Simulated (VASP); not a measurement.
# Ga4As3P (P-43m) in VASP: single point with PBE

Aim: the single point of Ga4As3P with PBE.

Everything below comes from runs of VASP 6.6.1. Logs are shortened: lines on timing, memory, paths and dates and some standing lists are left out, and cuts for length are marked.

## 1. The cell of the first run

It takes space group P-43m (No. 215, cubic). The conventional cell has a = 5.612 Å, b = 5.612 Å, c = 5.612 Å, α = 90.00°, β = 90.00°, γ = 90.00°. P (site symmetry -43m) has 4 Ga at 2.39 Å within 3.2 Å. Within 3.2 Å of Ga (site symmetry 3m) lie 1 P at 2.39 Å and 3 As at 2.44 Å. Within 3.2 Å of As (site symmetry -42m) lie 4 Ga at 2.44 Å.

## 2. Single point, PBE, non-collinear spin, zero start, spin-orbit coupling

The input, INCAR:

```
ALGO     = Normal         # electronic algorithm
EDIFF    = 1E-6           # SCF threshold, eV
ENCUT    = 520            # plane-wave cutoff, eV
GGA      = PE             # functional
GGA_COMPAT= F            
ISIF     = 2              # what is computed and relaxed
ISMEAR   = -1             # smearing method
LASPH    = T              # aspherical terms in the spheres
LCHARG   = F              # write CHGCAR
LORBIT   = 11             # projections on sites
LORBMOM  = T            
LREAL    = F              # projectors in reciprocal space
LSORBIT  = T              # spin-orbit coupling
LWAVE    = F              # write WAVECAR
MAGMOM   = 0 0 0 0 0 0 0 0 0 0 0 0 0 0 0 0 0 0 0 0 0 0 0 0 # initial moments
NBANDS   = 90             # bands
NELM     = 150            # most SCF steps
PREC     = Accurate       # precision mode
SIGMA    = 0.02           # smearing width, eV
```

The input, KPOINTS:

```
k-points
0
Gamma
  4 4 4
```

The input, POSCAR:

```
Ga4As3P
1.0
    5.6115157574      0.0000000000      0.0000000000
    0.0000000000      5.6115157574      0.0000000000
    0.0000000000      0.0000000000      5.6115157574
P Ga As
1 4 3
Direct
    0.0000000000      0.0000000000      0.0000000000
    0.7543427964      0.7543427964      0.7543427964
    0.2456572036      0.2456572036      0.7543427964
    0.2456572036      0.7543427964      0.2456572036
    0.7543427964      0.2456572036      0.2456572036
    0.5000000000      0.5000000000      0.0000000000
    0.5000000000      0.0000000000      0.5000000000
    0.0000000000      0.5000000000      0.5000000000
```

Potentials or basis: VASP PAW PBE potentials, release 64 (P, Ga_d, As).

Command:

```
$ cat potpaw_PBE.64/P/POTCAR potpaw_PBE.64/Ga_d/POTCAR potpaw_PBE.64/As/POTCAR > POTCAR
$ mpirun -np 1 vasp_ncl > vasp.out
```

OUTCAR:

```text
EDIFF = 1E-6
   ENCUT = 520
   GGA = PE
   ISIF = 2
   ISMEAR = -1
   LASPH = T
   LORBIT = 11
   LREAL = F
   LSORBIT = T
   NELM = 150
   PREC = Accurate

 ion  position               nearest neighbor table
   1  0.000  0.000  0.000-   2 2.39   3 2.39   4 2.39   5 2.39
   2  0.754  0.754  0.754-   1 2.39   6 2.44   7 2.44   8 2.44
   3  0.246  0.246  0.754-   1 2.39   6 2.44   7 2.44   8 2.44
   4  0.246  0.754  0.246-   1 2.39   6 2.44   7 2.44   8 2.44
   5  0.754  0.246  0.246-   1 2.39   6 2.44   7 2.44   8 2.44
   6  0.500  0.500  0.000-   2 2.44   3 2.44   4 2.44   5 2.44
   7  0.500  0.000  0.500-   2 2.44   3 2.44   4 2.44   5 2.44
   8  0.000  0.500  0.500-   2 2.44   3 2.44   4 2.44   5 2.44

  LATTYP: Found a simple cubic cell.
 ALAT       =     5.6115157574

  Lattice vectors:

 A1 = (   5.6115157574,   0.0000000000,   0.0000000000)
 A2 = (   0.0000000000,   5.6115157574,   0.0000000000)
 A3 = (   0.0000000000,   0.0000000000,   5.6115157574)

Analysis of symmetry for initial positions (statically):
=====================================================================
 Subroutine PRICEL returns:
 Original cell was already a primitive cell.

 Routine SETGRP: Setting up the symmetry group for a
 simple cubic supercell.

 Subroutine GETGRP returns: Found 24 space group operations
 (whereof 24 operations were pure point group operations)
 out of a pool of 48 trial point group operations.

The static configuration has the point symmetry T_d .

Analysis of symmetry for dynamics (positions and initial velocities):
=====================================================================
 Subroutine PRICEL returns:
 Original cell was already a primitive cell.

 Routine SETGRP: Setting up the symmetry group for a
 simple cubic supercell.

 Subroutine GETGRP returns: Found 24 space group operations
 (whereof 24 operations were pure point group operations)
 out of a pool of 48 trial point group operations.

The dynamic configuration has the point symmetry T_d .

Analysis of structural, dynamic, and magnetic symmetry:
=====================================================================
 Subroutine PRICEL returns:
 Original cell was already a primitive cell.

 Routine SETGRP: Setting up the symmetry group for a
 simple cubic supercell.

 Subroutine GETGRP returns: Found 24 space group operations
 (whereof 24 operations were pure point group operations)
 out of a pool of 48 trial point group operations.

The overall configuration has the point symmetry T_d .

 Subroutine INISYM returns: Found 24 space group operations
 (whereof 24 operations are pure point group operations),
 and found     1 'primitive' translations

----------------------------------------------------------------------------------------

                                     Primitive cell

  volume of cell :     176.7016

  direct lattice vectors                    reciprocal lattice vectors
     5.611515757  0.000000000  0.000000000     0.178204970  0.000000000  0.000000000
     0.000000000  5.611515757  0.000000000     0.000000000  0.178204970  0.000000000
     0.000000000  0.000000000  5.611515757     0.000000000  0.000000000  0.178204970

  length of vectors
     5.611515757  5.611515757  5.611515757     0.178204970  0.178204970  0.178204970

  position of ions in fractional coordinates (direct lattice)
     0.000000000  0.000000000  0.000000000
     0.754342796  0.754342796  0.754342796
     0.245657204  0.245657204  0.754342796
     0.245657204  0.754342796  0.245657204
     0.754342796  0.245657204  0.245657204
     0.500000000  0.500000000  0.000000000
     0.500000000  0.000000000  0.500000000
     0.000000000  0.500000000  0.500000000

  ion indices of the primitive-cell ions
   primitive index   ion index
                 1           1
                 2           2
                 3           3
                 4           4
                 5           5
                 6           6
                 7           7
                 8           8

----------------------------------------------------------------------------------------

 KPOINTS: k-points

Automatic generation of k-mesh.
 Grid dimensions read from file:
 generate k-points for:    4    4    4

 Generating k-lattice:

  Cartesian coordinates                     Fractional coordinates (reciprocal lattice)
     0.044551243  0.000000000  0.000000000     0.250000000  0.000000000  0.000000000
     0.000000000  0.044551243  0.000000000     0.000000000  0.250000000  0.000000000
[... 102 lines left out ...]
 Fermi energy:         4.5125951860

 k-point     1 :       0.0000    0.0000    0.0000
  band No.  band energies     occupation
      1     -10.9724      1.00000
      2     -10.9724      1.00000
      3     -10.9724      1.00000
      4     -10.9724      1.00000
      5     -10.9632      1.00000
      6     -10.9632      1.00000
[... 946 lines left out ...]
     83       8.4807      0.00000
     84       8.4808      0.00000
 [bands above 84 left out]

------------------------ aborting loop because EDIFF is reached ----------------------------------------

  FORCE on cell =-STRESS in cart. coord.  units (eV):
  Direction    XX          YY          ZZ          XY          YZ          ZX
  --------------------------------------------------------------------------------------
  -------------------------------------------------------------------------------------
  Total        3.1238149      3.1238149      3.1238149      0.0000000     -0.0000000     -0.0000000
  in kB       28.3240473     28.3240473     28.3240473      0.0000000     -0.0000000     -0.0000000
  external PRESSURE =      28.3240473 kB  Pullay stress =       0.0000000 kB

 VOLUME and BASIS-vectors are now :
 -----------------------------------------------------------------------------
  energy-cutoff  :      520.00
  volume of cell :      176.70
      direct lattice vectors                 reciprocal lattice vectors
     5.611515757  0.000000000  0.000000000     0.178204970  0.000000000  0.000000000
     0.000000000  5.611515757  0.000000000     0.000000000  0.178204970  0.000000000
     0.000000000  0.000000000  5.611515757     0.000000000  0.000000000  0.178204970

 POSITION                                       TOTAL-FORCE (eV/Angst)
 -----------------------------------------------------------------------------------
      0.00000      0.00000      0.00000         0.000000     -0.000000     -0.000000
      4.23301      4.23301      4.23301         0.035848      0.035848      0.035848
      1.37851      1.37851      4.23301        -0.035848     -0.035848      0.035848
      1.37851      4.23301      1.37851        -0.035848      0.035848     -0.035848
      4.23301      1.37851      1.37851         0.035848     -0.035848     -0.035848
      2.80576      2.80576      0.00000         0.000000     -0.000000     -0.000000
      2.80576      0.00000      2.80576         0.000000     -0.000000     -0.000000
      0.00000      2.80576      2.80576        -0.000000     -0.000000     -0.000000
 -----------------------------------------------------------------------------------
    total drift:                                0.000000      0.000000      0.000000

  FREE ENERGIE OF THE ION-ELECTRON SYSTEM (eV)
  ---------------------------------------------------
  free  energy   TOTEN  =       -33.8768524070 eV

  energy  without entropy=      -33.8768524059  energy(sigma->0) =      -33.87685241

 orbital moment (x)

 # of ion     p       d       tot
 ----------------------------------------
  1         0.000   0.000   0.000
  2         0.000   0.000   0.000
  3         0.000  -0.000   0.000
  4        -0.000  -0.000  -0.000
  5         0.000  -0.000   0.000
  6        -0.000  -0.000  -0.000
  7        -0.000   0.000  -0.000
  8         0.000  -0.000  -0.000
 ----------------------------------------
           -0.000  -0.000  -0.000

 orbital moment (y)

 # of ion     p       d       tot
 ----------------------------------------
  1         0.000   0.000   0.000
  2         0.000   0.000   0.000
  3        -0.000  -0.000  -0.000
  4        -0.000  -0.000  -0.000
  5        -0.000   0.000  -0.000
  6        -0.000  -0.000  -0.000
  7         0.000   0.000   0.000
  8         0.000  -0.000   0.000
 ----------------------------------------
            0.000  -0.000   0.000

 orbital moment (z)

 # of ion     p       d       tot
 ----------------------------------------
  1         0.000   0.000   0.000
  2         0.000   0.000   0.000
  3        -0.000   0.000  -0.000
  4        -0.000   0.000  -0.000
  5         0.000   0.000   0.000
  6         0.000   0.000   0.000
  7         0.000  -0.000   0.000
  8         0.000  -0.000   0.000
 ----------------------------------------
            0.000   0.000   0.000

 Spin-Orbit-Coupling matrix elements

 Ion:    1  E_soc:     -0.0009385
 l=   1
     0.0000000    -0.0001564    -0.0001564
    -0.0001564     0.0000000    -0.0001564
    -0.0001564    -0.0001564     0.0000000
 l=   2
     0.0000000     0.0000000     0.0000000     0.0000000     0.0000000
     0.0000000     0.0000000     0.0000000     0.0000000     0.0000000
     0.0000000     0.0000000     0.0000000     0.0000000     0.0000000
     0.0000000     0.0000000     0.0000000     0.0000000     0.0000000
     0.0000000     0.0000000     0.0000000     0.0000000     0.0000000
 l=   3
     0.0000000     0.0000000     0.0000000     0.0000000     0.0000000     0.0000000     0.0000000
     0.0000000     0.0000000     0.0000000     0.0000000     0.0000000     0.0000000     0.0000000
     0.0000000     0.0000000     0.0000000     0.0000000     0.0000000     0.0000000     0.0000000
     0.0000000     0.0000000     0.0000000     0.0000000     0.0000000     0.0000000     0.0000000
[... 129 lines left out ...]
 l=   2
     0.0000000    -0.0000040     0.0000000    -0.0000036    -0.0000037
    -0.0000040     0.0000000    -0.0000023    -0.0000040    -0.0000008
     0.0000000    -0.0000023     0.0000000    -0.0000028     0.0000000
    -0.0000036    -0.0000040    -0.0000028     0.0000000    -0.0000009
    -0.0000037    -0.0000008     0.0000000    -0.0000009     0.0000000
 l=   3
     0.0000000     0.0000000     0.0000000     0.0000000     0.0000000     0.0000000     0.0000000
     0.0000000     0.0000000     0.0000000     0.0000000     0.0000000     0.0000000     0.0000000
     0.0000000     0.0000000     0.0000000     0.0000000     0.0000000     0.0000000     0.0000000
     0.0000000     0.0000000     0.0000000     0.0000000     0.0000000     0.0000000     0.0000000
     0.0000000     0.0000000     0.0000000     0.0000000     0.0000000     0.0000000     0.0000000
     0.0000000     0.0000000     0.0000000     0.0000000     0.0000000     0.0000000     0.0000000
     0.0000000     0.0000000     0.0000000     0.0000000     0.0000000     0.0000000     0.0000000

 total charge

# of ion       s       p       d       tot
------------------------------------------
    1        1.025   1.496   0.000   2.521
    2        0.875   0.809   9.998  11.682
    3        0.875   0.809   9.998  11.682
    4        0.875   0.809   9.998  11.682
    5        0.875   0.809   9.998  11.682
    6        1.207   1.607   0.031   2.846
    7        1.207   1.607   0.031   2.846
    8        1.207   1.607   0.031   2.846
--------------------------------------------------
tot          8.147   9.552  40.085  57.785

 magnetization (x)

# of ion       s       p       d       tot
------------------------------------------
    1        0.000  -0.000   0.000  -0.000
    2        0.000   0.000  -0.000   0.000
    3        0.000   0.000   0.000   0.000
    4        0.000  -0.000   0.000   0.000
    5        0.000  -0.000  -0.000  -0.000
    6        0.000   0.000   0.000   0.000
    7        0.000   0.000  -0.000   0.000
    8       -0.000   0.000  -0.000   0.000
--------------------------------------------------
tot          0.000  -0.000  -0.000   0.000

 magnetization (y)

# of ion       s       p       d       tot
------------------------------------------
    1        0.000   0.000   0.000   0.000
    2        0.000   0.000  -0.000   0.000
    3        0.000   0.000   0.000   0.000
    4        0.000   0.000  -0.000  -0.000
    5        0.000   0.000  -0.000   0.000
    6        0.000   0.000   0.000   0.000
    7        0.000   0.000   0.000   0.000
    8        0.000   0.000  -0.000  -0.000
--------------------------------------------------
tot          0.000   0.000   0.000   0.000

 magnetization (z)

# of ion       s       p       d       tot
------------------------------------------
    1        0.000   0.000   0.000   0.000
    2        0.000   0.000  -0.000   0.000
    3       -0.000  -0.000   0.000  -0.000
    4       -0.000  -0.000   0.000  -0.000
    5       -0.000  -0.000   0.000  -0.000
    6        0.000   0.000   0.000   0.000
    7        0.000   0.000  -0.000   0.000
    8        0.000   0.000   0.000   0.000
--------------------------------------------------
tot         -0.000   0.000   0.000   0.000
```

Run time: 7.8 min. Hardware: 1 thread of Intel Xeon Platinum 8259CL at 2.50GHz (Skylake/Cascade Lake), shared host; peak memory 0.67 GiB.

What came out:

```yaml
Free_energy: -33.8769 eV
Pressure: 2.8 GPa
Largest_force: 0.062 eV/Å
Net_moment: 0.00 μB per cell
Valence_electrons_inside_the_program's_atomic_spheres: P 2.52; Ga 11.68; As 2.85
```

Forces in eV/Å, atoms in the order of the input:
```
P    0.000  0.000  0.000
Ga   0.036  0.036  0.036
Ga  -0.036 -0.036  0.036
Ga  -0.036  0.036 -0.036
Ga   0.036 -0.036 -0.036
As   0.000  0.000  0.000
As   0.000  0.000  0.000
As   0.000  0.000  0.000
```

Moments on the atoms (μB; x, y, z):
```
P   0.00 0.00 0.00
Ga  0.00 0.00 0.00
Ga  0.00 0.00 0.00
Ga  0.00 0.00 0.00
Ga  0.00 0.00 0.00
As  0.00 0.00 0.00
As  0.00 0.00 0.00
As  0.00 0.00 0.00
```
